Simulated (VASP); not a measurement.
# Mg5Se (R-3m) in VASP: a series of runs

The runs below take Mg5Se through relaxation of cell and atoms, single point, with PBE.

Program: VASP 6.6.1. These are calculated values, not measurements. Logs are shortened: lines on timing, memory, paths and dates and some standing lists are left out, and cuts for length are marked.

### 1 The cell of the first run

The structure is trigonal, space group R-3m (No. 166). Conventional cell: a = 6.242 Å, b = 6.242 Å, c = 11.951 Å, α = 90.00°, β = 90.00°, γ = 120.00°. Within 3.4 Å of Mg (site symmetry 3m) lie 10 Mg at 2.44 to 3.35 Å. Within 3.5 Å of Mg (site symmetry 2/m) lie 2 Se at 2.69 Å and 10 Mg at 3.12 to 3.35 Å. Se (site symmetry -3m) has 6 Mg at 2.69 Å within 3.5 Å.

The cell was built from a structure type or drawn by symmetry, and may not be a known phase.

### 2 Relaxation of cell and atoms, PBE

Contents of INCAR:

```
SYSTEM = Mg5Se
PREC = Accurate
ENCUT = 600
EDIFF = 1E-6
ISMEAR = 0
SIGMA = 0.1
LREAL = .False.
LASPH = .True.
NELM = 60
ALGO = Normal
ISIF = 3
LWAVE = .False.
LCHARG = .False.
GGA = PE
IBRION = 2
NSW = 90
EDIFFG = -0.04
```

Contents of KPOINTS:

```
regular mesh
0
Gamma
  6 6 6
  0 0 0
```

Contents of POSCAR:

```
Mg5Se
1.0
    3.1212250900      1.8020401500      3.9836769800
   -3.1212250900      1.8020401500      3.9836769800
    0.0000000000     -3.6040803000      3.9836769800
Mg Se
5 1
Direct
    0.1021857100      0.1021857100      0.1021857100
    0.8978142900      0.8978142900      0.8978142900
    0.5000000000      0.5000000000      0.0000000000
    0.0000000000      0.5000000000      0.5000000000
    0.5000000000      0.0000000000      0.5000000000
    0.5000000000      0.5000000000      0.5000000000
```

Potentials or basis: VASP PAW PBE potentials, release 64 (Mg, Se).

The run is started by

```bash
$ cat potpaw_PBE.64/Mg/POTCAR potpaw_PBE.64/Se/POTCAR > POTCAR
$ mpirun -np 1 vasp_std > vasp.out
```

OUTCAR:

```text
SYSTEM = Mg5Se
   PREC = Accurate
   ENCUT = 600
   EDIFF = 1E-6
   ISMEAR = 0
   LREAL = .False.
   LASPH = .True.
   NELM = 60
   ISIF = 3
   GGA = PE
   IBRION = 2
   NSW = 90
   EDIFFG = -0.04

 ion  position               nearest neighbor table
   1  0.102  0.102  0.102-   2 2.44   4 3.30   5 3.30   3 3.30   3 3.35   3 3.35   4 3.35   5 3.35
                             4 3.35   5 3.35
   2  0.898  0.898  0.898-   1 2.44   4 3.30   5 3.30   3 3.30   3 3.35   3 3.35   4 3.35   5 3.35
                             5 3.35   4 3.35
   3  0.500  0.500  0.000-   6 2.69   6 2.69   5 3.12   4 3.12   5 3.12   4 3.12   1 3.30   2 3.30
                             2 3.35   1 3.35   2 3.35   1 3.35
   4  0.000  0.500  0.500-   6 2.69   6 2.69   5 3.12   5 3.12   3 3.12   3 3.12   1 3.30   2 3.30
                             2 3.35   1 3.35   1 3.35   2 3.35
   5  0.500  0.000  0.500-   6 2.69   6 2.69   4 3.12   4 3.12   3 3.12   3 3.12   1 3.30   2 3.30
                             2 3.35   1 3.35   2 3.35   1 3.35
   6  0.500  0.500  0.500-   4 2.69   5 2.69   5 2.69   4 2.69   3 2.69   3 2.69

  LATTYP: Found a trigonal (rhomboedric) cell.
 ALAT       =     5.3720645091
 COS(alpha) =     0.3248539395

  Lattice vectors:

 A1 = (   3.1212250900,   1.8020401500,   3.9836769800)
 A2 = (  -3.1212250900,   1.8020401500,   3.9836769800)
 A3 = (   0.0000000000,  -3.6040803000,   3.9836769800)

Analysis of symmetry for initial positions (statically):
=====================================================================
 Subroutine PRICEL returns:
 Original cell was already a primitive cell.

 Routine SETGRP: Setting up the symmetry group for a
 trigonal (rhombohedral) supercell.

 Subroutine GETGRP returns: Found 12 space group operations
 (whereof 12 operations were pure point group operations)
 out of a pool of 12 trial point group operations.

The static configuration has the point symmetry D_3d.

Analysis of symmetry for dynamics (positions and initial velocities):
=====================================================================
 Subroutine PRICEL returns:
 Original cell was already a primitive cell.

 Routine SETGRP: Setting up the symmetry group for a
 trigonal (rhombohedral) supercell.

 Subroutine GETGRP returns: Found 12 space group operations
 (whereof 12 operations were pure point group operations)
 out of a pool of 12 trial point group operations.

The dynamic configuration has the point symmetry D_3d.

 Subroutine INISYM returns: Found 12 space group operations
 (whereof 12 operations are pure point group operations),
 and found     1 'primitive' translations

----------------------------------------------------------------------------------------

                                     Primitive cell

  volume of cell :     134.4389

  direct lattice vectors                    reciprocal lattice vectors
     3.121225090  1.802040150  3.983676980     0.160193509  0.092487765  0.083674790
    -3.121225090  1.802040150  3.983676980    -0.160193509  0.092487765  0.083674790
     0.000000000 -3.604080300  3.983676980     0.000000000 -0.184975531  0.083674790

  length of vectors
     5.372064505  5.372064505  5.372064509     0.203020732  0.203020732  0.203020732

  position of ions in fractional coordinates (direct lattice)
     0.102185710  0.102185710  0.102185710
     0.897814290  0.897814290  0.897814290
     0.500000000  0.500000000  0.000000000
     1.000000000  0.500000000  0.500000000
     0.500000000  1.000000000  0.500000000
     0.500000000  0.500000000  0.500000000

  ion indices of the primitive-cell ions
   primitive index   ion index
                 1           1
                 2           2
                 3           3
                 4           4
                 5           5
                 6           6

----------------------------------------------------------------------------------------

 KPOINTS: regular mesh

Automatic generation of k-mesh.
 Grid dimensions read from file:
 generate k-points for:    6    6    6

 Generating k-lattice:

  Cartesian coordinates                     Fractional coordinates (reciprocal lattice)
     0.026698918  0.015414628  0.013945798     0.166666667 -0.000000000  0.000000000
    -0.026698918  0.015414628  0.013945798    -0.000000000  0.166666667  0.000000000
     0.000000000 -0.030829255  0.013945798     0.000000000  0.000000000  0.166666667

  Length of vectors
     0.033836789  0.033836789  0.033836789

  Shift w.r.t. Gamma in fractional coordinates (k-lattice)
     0.000000000  0.000000000  0.000000000

 Subroutine IBZKPT returns following result:
 ===========================================

 Found     32 irreducible k-points:

 Following reciprocal coordinates:
            Coordinates               Weight
  0.000000  0.000000  0.000000      1.000000
  0.166667  0.000000 -0.000000      6.000000
  0.333333 -0.000000 -0.000000      6.000000
  0.500000 -0.000000 -0.000000      3.000000
  0.166667  0.166667 -0.000000      6.000000
  0.333333  0.166667 -0.000000     12.000000
[... 16 lines left out ...]
  0.500000  0.500000  0.166667      6.000000
 -0.333333  0.500000  0.166667     12.000000
 [... further k-points ...]
   k-points           NKPTS =     32   k-points in BZ     NKDIM =     32   number of bands    NBANDS=     12
   number of dos      NEDOS =    301   number of ions     NIONS =      6
   total plane-waves  NPLWV = 110592
   dimension x,y,z NGX =    48 NGY =   48 NGZ =   48
   dimension x,y,z NGXF=    96 NGYF=   96 NGZF=   96
   ions per type =               5   1
   NGX,Y,Z   is equivalent  to a cutoff of  14.85, 14.85, 14.85 a.u.
   NGXF,Y,Z  is equivalent  to a cutoff of  29.71, 29.71, 29.71 a.u.
 SYSTEM =  Mg5Se
   PREC   = accura    normal or accurate (medium, high low for compatibility)
   ISTART =      0    job   : 0-new  1-cont  2-samecut
   ICHARG =      2    charge: 1-file 2-atom 10-const
   ISPIN  =      1    spin polarized calculation?
   LNONCOLLINEAR =      F non collinear calculations
   LSORBIT =      F    spin-orbit coupling
   LASPH  =      T    aspherical Exc in radial PAW
   ENCUT  =  600.0 eV  44.10 Ry    6.64 a.u.  10.73 10.73 10.73*2*pi/ulx,y,z
   NELM   =     60;   NELMIN=  2; NELMDL= -5     # of ELM steps
   EDIFF  = 0.1E-05   stopping-criterion for ELM
   LREAL  =      F    real-space projection
   EDIFFG = -.4E-01   stopping-criterion for IOM
   NSW    =     90    number of steps for IOM
   IBRION =      2    ionic relax: 0-MD 1-quasi-New 2-CG
   NFREE  =      1    steps in history (QN), initial steepest desc. (CG)
   ISIF   =      3    stress and relaxation
   ISYM   =      2    0-nonsym 1-usesym 2-fastsym
   POTIM  = 0.5000    time-step for ionic-motion
   TEBEG  =    0.0;   TEEND  =   0.0 temperature during run
   PSTRESS=    0.0 pullay stress
   NELECT =      16.0000    total number of electrons
   NUPDOWN=      -1.0000    fix difference up-down
   EMIN   =  10.00;   EMAX   =-10.00  energy-range for DOS
   EFERMI =   0.00;   METHOD = LEGACY
   ISMEAR =     0;   SIGMA  =   0.10  broadening in eV -4-tet -1-fermi 0-gaus
   EFERMI_NEDOS =   21; number of points for ismear=-14 and -15
   IALGO  =     38    algorithm
   IMIX   =      4    mixing-type and parameters
     AMIX     =   0.40;   BMIX     =  1.00
     AMIX_MAG =   1.60;   BMIX_MAG =  1.00
  volume/ion in A,a.u.               =      22.41       151.21
  Fermi-wavevector in a.u.,A,eV,Ry     =   0.805267  1.521734  8.822763  0.648455
  Thomas-Fermi vector in A             =   1.913480
   LORBIT       =      0    0 simple, 1 ext, 2 COOP (PROOUT), +10 PAW based schemes
   GGA     = PE    functional components
   LHFCALC =     F    Hartree Fock is set to
   AEXX    =    0.0000 exact exchange contribution
   IVDW    =     0    specifies the selected vdW correction
   LEPSILON=     F    determine dielectric tensor
   LRPA    =     F    only Hartree local field effects (RPA)
 conjugate gradient relaxation of ions
 non-spin polarized calculation
 Gauss-broadening in eV      SIGMA  =   0.10
  energy-cutoff  :      600.00
  volume of cell :      134.44
 maximum number of plane-waves:      4515
 NGX is ok and might be reduce to    48
   NGX = 21   NGY = 21   NGZ = 21

--------------------------------------- Ionic step        1  -------------------------------------------

 number of electron      16.0000000 magnetization

 Free energy of the ion-electron system (eV)
  ---------------------------------------------------
  ext. energy  EPLUGINS =         0.00000000
  ---------------------------------------------------
  free energy    TOTEN  =       -11.77578971 eV

  energy without entropy =      -11.76905541  energy(sigma->0) =      -11.77242256

------------------------ aborting loop because EDIFF is reached ----------------------------------------

  FORCE on cell =-STRESS in cart. coord.  units (eV):
  Direction    XX          YY          ZZ          XY          YZ          ZX
  --------------------------------------------------------------------------------------
  -------------------------------------------------------------------------------------
  Total        0.0449246      0.0449246      5.8122268      0.0000000     -0.0000000      0.0000000
  in kB        0.5353901      0.5353901     69.2672927      0.0000000     -0.0000000      0.0000000
  external PRESSURE =      23.4460243 kB  Pullay stress =       0.0000000 kB
[... 265 lines left out ...]
  energy  without entropy=      -12.2156417442  energy(sigma->0) =      -12.21920838

--------------------------------------- Ionic step        8  -------------------------------------------

 number of electron      16.0000000 magnetization

 Free energy of the ion-electron system (eV)
  ---------------------------------------------------
  ext. energy  EPLUGINS =         0.00000000
  ---------------------------------------------------
  free energy    TOTEN  =       -12.22341341 eV

  energy without entropy =      -12.21659388  energy(sigma->0) =      -12.22000365

 E-fermi :   3.1947     XC(G=0):  -8.6860

 val. band max:        3.1610438027   @ k =   0.3333   0.3333  -0.0000
 cond. band min:       3.2574590126   @ k =   0.3333   0.1667   0.1667
 fundamental gap:      0.0964152099
 Fermi energy:         3.1946643971

 k-point     1 :       0.0000    0.0000    0.0000
  band No.  band energies     occupation
      1     -10.5681      2.00000
      2      -2.2157      2.00000
      3      -1.5884      2.00000
      4      -0.8405      2.00000
      5      -0.8405      2.00000
      6       2.5862      2.00000
      7       2.6306      2.00000
      8       2.6306      2.00000
      9       3.6206      0.00000
     10       3.8421      0.00000
     11       3.8421      0.00000
     12       4.5931      0.00000
[... 331 lines left out ...]
 k-point    24 :      -0.3333    0.5000    0.1667
  band No.  band energies     occupation
      1     -10.4594      2.00000
      2      -2.7699      2.00000
      3      -1.8155      2.00000
      4      -1.7404      2.00000
      5       0.1316      2.00000
      6       1.1597      2.00000
      7       1.9546      2.00000
      8       2.3112      2.00000
      9       4.0286      0.00000
     10       4.9785      0.00000
     11       5.5322      0.00000
     12       6.5111      0.00000

 [... further k-points ...]

------------------------ aborting loop because EDIFF is reached ----------------------------------------

  FORCE on cell =-STRESS in cart. coord.  units (eV):
  Direction    XX          YY          ZZ          XY          YZ          ZX
  --------------------------------------------------------------------------------------
  -------------------------------------------------------------------------------------
  Total        0.0603672      0.0603672     -0.1968588      0.0000000      0.0000000      0.0000000
  in kB        0.7057028      0.7057028     -2.3013135      0.0000000      0.0000000      0.0000000
  external PRESSURE =      -0.2966360 kB  Pullay stress =       0.0000000 kB
[... 21 lines left out ...]
  FREE ENERGIE OF THE ION-ELECTRON SYSTEM (eV)
  ---------------------------------------------------
  free  energy   TOTEN  =       -12.2234134099 eV

  energy  without entropy=      -12.2165938840  energy(sigma->0) =      -12.22000365

 reached required accuracy - stopping structural energy minimisation
```

Run time: 9.4 min. Hardware: 1 thread of Intel Xeon 8259CL, shared host; peak memory 0.38 GiB.

What came out:

- Free energy: -12.2234 eV
- Relaxed volume: 22.84 Å³/atom
- Relaxed cell: a = 5.479 Å, b = 5.479 Å, c = 5.479 Å, α = 68.44°, β = 68.44°, γ = 68.44°
- Space group after relaxing (to 0.1 Å): R-3m (No. 166)
- Energy gained by relaxing: 74.6 meV/atom
- Ionic steps: 8
- Pressure after relaxing: 0.0 GPa
- Largest force after relaxing: 0.006 eV/Å
- Band gap on the k mesh: zero (bands 8 and 9 overlap by 1.04 eV)

Forces in eV/Å, atoms in the order of the input:
```
Mg   0.000  0.000 -0.006
Mg   0.000  0.000  0.006
Mg   0.000  0.000  0.000
Mg   0.000  0.000  0.000
Mg   0.000  0.000  0.000
Se   0.000  0.000  0.000
```

Stress tensor (GPa, compression positive):
```
 0.07  0.00  0.00
 0.00  0.07  0.00
 0.00  0.00 -0.23
```

Step by step:
| step | energy change (eV) | largest force (eV/Å) | pressure (GPa) | volume (Å³) |
| --- | --- | --- | --- | --- |
| 1 | 0.0000 | 2.0606 | 2.34 | 134.44 |
| 2 | -0.3754 | 0.6111 | -0.72 | 140.82 |
| 3 | -0.3934 | 0.3591 | -1.41 | 142.73 |
| 4 | -0.4324 | 0.2476 | -0.44 | 138.70 |
| 5 | -0.4410 | 0.1663 | 0.34 | 135.88 |
| 6 | -0.4455 | 0.0920 | 0.18 | 136.37 |
| 7 | -0.4470 | 0.0522 | -0.12 | 137.40 |
| 8 | -0.4476 | 0.0055 | -0.03 | 137.05 |

Final structure:
```
Mg Se
1.0
     3.08146    1.77908    4.16663
    -3.08146    1.77908    4.16663
     0.00000   -3.55817    4.16663
Mg Se
5 1
Direct
  0.11907 0.11907 0.11907
  0.88093 0.88093 0.88093
  0.50000 0.50000 0.00000
  0.00000 0.50000 0.50000
  0.50000 0.00000 0.50000
  0.50000 0.50000 0.50000
```

Levels at points of the mesh, in eV from the Fermi level:
| k point | band 4 | band 5 | band 6 | band 7 | band 8 | band 9 | band 10 | band 11 | band 12 |
| --- | --- | --- | --- | --- | --- | --- | --- | --- | --- |
| (0.00, 0.00, 0.00) | -4.04 | -4.04 | -0.61 | -0.56 | -0.56 | 0.43 | 0.65 | 0.65 | 1.40 |
| (0.50, 0.00, 0.00) | -4.03 | -3.72 | -1.74 | -1.02 | -0.53 | 0.34 | 1.08 | 1.20 | 2.45 |
| (0.50, 0.50, 0.00) | -4.54 | -3.77 | -2.60 | -0.93 | 0.16 | 1.06 | 1.14 | 2.49 | 3.21 |
| (0.50, 0.50, 0.50) | -4.35 | -3.50 | -2.03 | -1.48 | -1.48 | -0.37 | 1.42 | 2.65 | 2.65 |

### 3 Single point, PBE

This run uses another cell than the first one, of 22.96 Å³/atom.

Contents of INCAR:

```
SYSTEM = Mg5Se
ALGO = Normal
EDIFF = 1E-7
ENCUT = 520
GGA = PE
ISIF = 2
ISMEAR = 0
LASPH = .True.
LCHARG = .False.
LREAL = .False.
LWAVE = .False.
NBANDS = 17
NELM = 60
PREC = Accurate
SIGMA = 0.1
```

Contents of KPOINTS:

```
k-points
0
Gamma
  12 12 12
  0 0 0
```

Contents of POSCAR:

```
Mg5Se
1.0
    3.0963051975      1.7876526393      4.1474315756
   -3.0963051975      1.7876526393      4.1474315756
    0.0000000000     -3.5753052786      4.1474315756
Mg Se
5 1
Direct
    0.1196714301      0.1196714301      0.1196714301
    0.8803285699      0.8803285699      0.8803285699
    0.5000000000      0.5000000000      0.0000000000
    0.0000000000      0.5000000000      0.5000000000
    0.5000000000      0.0000000000      0.5000000000
    0.5000000000      0.5000000000      0.5000000000
```

Potentials or basis: VASP PAW PBE potentials, release 64 (Mg, Se).

The run is started by

```bash
$ cat potpaw_PBE.64/Mg/POTCAR potpaw_PBE.64/Se/POTCAR > POTCAR
$ mpirun -np 1 vasp_std > vasp.out
```

Run time: 12 min. Hardware: 1 thread of Intel Xeon 8259CL, shared host; peak memory 0.57 GiB.

The run converged. Its results:

```
Free energy            : -12.2425 eV
Pressure               : -0.1 GPa
Largest force          : 0.006 eV/Å
Band gap on the k mesh : zero (bands 8 and 9 overlap by 1.05 eV)
```

Forces in eV/Å, atoms in the order of the input:
```
Mg   0.000  0.000  0.006
Mg   0.000  0.000 -0.006
Mg   0.000  0.000  0.000
Mg   0.000  0.000  0.000
Mg   0.000  0.000  0.000
Se   0.000  0.000  0.000
```

Stress tensor (GPa, compression positive):
```
-0.08  0.00  0.00
 0.00 -0.08  0.00
 0.00  0.00 -0.17
```

Levels at points of the mesh, in eV from the Fermi level:
```tsv
k point	band 4	band 5	band 6	band 7	band 8	band 9	band 10	band 11	band 12	band 13
(0.00, 0.00, 0.00)	-3.99	-3.99	-0.55	-0.54	-0.54	0.47	0.71	0.71	1.53	2.07
(0.50, 0.00, 0.00)	-3.98	-3.66	-1.71	-0.95	-0.46	0.45	1.08	1.22	2.44	3.83
(0.50, 0.50, 0.00)	-4.48	-3.71	-2.54	-0.91	0.19	1.13	1.16	2.50	3.26	3.69
(0.50, 0.50, 0.50)	-4.31	-3.45	-1.99	-1.44	-1.44	-0.33	1.50	2.69	2.69	3.34
```
